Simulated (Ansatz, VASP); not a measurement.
# One calculation of Cu, two programs

```
Cu
1.0
     0.00000    1.80750    1.80750
     1.80750    0.00000    1.80750
     1.80750    1.80750    0.00000
Cu
1
Direct
  0.00000 0.00000 0.00000
```

Alike in both runs: task single point; functional PBEsol; k mesh 14 × 14 × 14; occupations fermi-dirac, width 0.0272 eV; no spin polarisation.

```csv
,VASP,Ansatz
version,VASP 6.6.1,Ansatz 0.2.0
potentials or method,"VASP PAW PBE potentials, release 64 (Cu), cutoff 600 eV","all-electron LAPW, scalar-relativistic"
```

```tsv
	VASP	Ansatz	Ansatz less VASP
pressure (GPa)	-5.7	-6.4	-0.74
```

VASP's potentials were made for PBE, not for PBEsol. Ansatz ran all-electron here, and VASP with PAW potentials. Ansatz's warnings: optics on partly filled bands.
